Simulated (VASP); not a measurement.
Set up this calculation in VASP 6.6.1, as the native input.

```yaml
Task: single point
Functional: r2SCAN
Potentials_or_basis: VASP PAW PBE potentials, release 64 (Cd_sv_GW, S)
Cutoff: 700 eV
k_mesh: 8 × 8 × 8
Occupations: gaussian, width 0.01 eV
Spin: no spin polarisation
Dipole_correction: no
Further_INCAR_settings: ALGO = Normal; EDIFF = 1e-06; NBANDS = 20
```

The system is CdS.

```
Cd S
1.0
     0.00000    2.68743    2.68743
     2.68743    0.00000    2.68743
     2.68743    2.68743    0.00000
Cd S
1 1
Direct
  0.00000 0.00000 0.00000
  0.50000 0.50000 0.50000
```

The input as run:

POSCAR

```
CdS
1.0
    0.0000000000      2.6874292063      2.6874292063
    2.6874292063      0.0000000000      2.6874292063
    2.6874292063      2.6874292063      0.0000000000
Cd S
1 1
Direct
    0.0000000000      0.0000000000      0.0000000000
    0.5000000000      0.5000000000      0.5000000000
```

INCAR.step1

```
SYSTEM = CdS
  ALGO = Normal
  EDIFF = 1E-5
  ENCUT = 700
  GGA = PE
  GGA_COMPAT = .FALSE.
  ISMEAR = 0
  LASPH = .TRUE.
  LCHARG = .FALSE.
  LREAL = .FALSE.
  LWAVE = .TRUE.
  NBANDS = 20
  NELM = 120
  PREC = Accurate
  SIGMA = 0.01
```

INCAR.step2

```
SYSTEM = CdS
  ALGO = Normal
  EDIFF = 1E-6
  ENCUT = 700
  GGA_COMPAT = .FALSE.
  ISIF = 2
  ISMEAR = 0
  ISTART = 1
  LASPH = .TRUE.
  LCHARG = .FALSE.
  LMIXTAU = .TRUE.
  LREAL = .FALSE.
  LWAVE = .FALSE.
  METAGGA = R2SCAN
  NBANDS = 20
  NELM = 120
  PREC = Accurate
  SIGMA = 0.01
```

KPOINTS

```
k-points
0
G
  8 8 8
  0 0 0
```

Potentials or basis: VASP PAW PBE potentials, release 64 (Cd_sv_GW, S).

The run is started by

```bash
$ cat potpaw_PBE.64/Cd_sv_GW/POTCAR potpaw_PBE.64/S/POTCAR > POTCAR
$ cp INCAR.step1 INCAR
$ mpirun -np 1 vasp_std > vasp.out
$ cp INCAR.step2 INCAR
$ mpirun -np 1 vasp_std > vasp.out
```

Results of the run:

| Quantity | Value |
| --- | --- |
| Pressure | 3.9 GPa |
| Band gap on the k mesh | 0.75 eV (least direct gap 2.72 eV) |

Caveat: the cell stands under pressure; semilocal functionals underestimate gaps, and a narrow one can read as zero; the PAW data sets were made with another functional, which shifts forces and pressure a little.

Wall time 110 s on 1 thread of AMD EPYC 9R45 96-Core Processor (Zen 5), with other jobs on the host, peak memory 0.21 GiB.
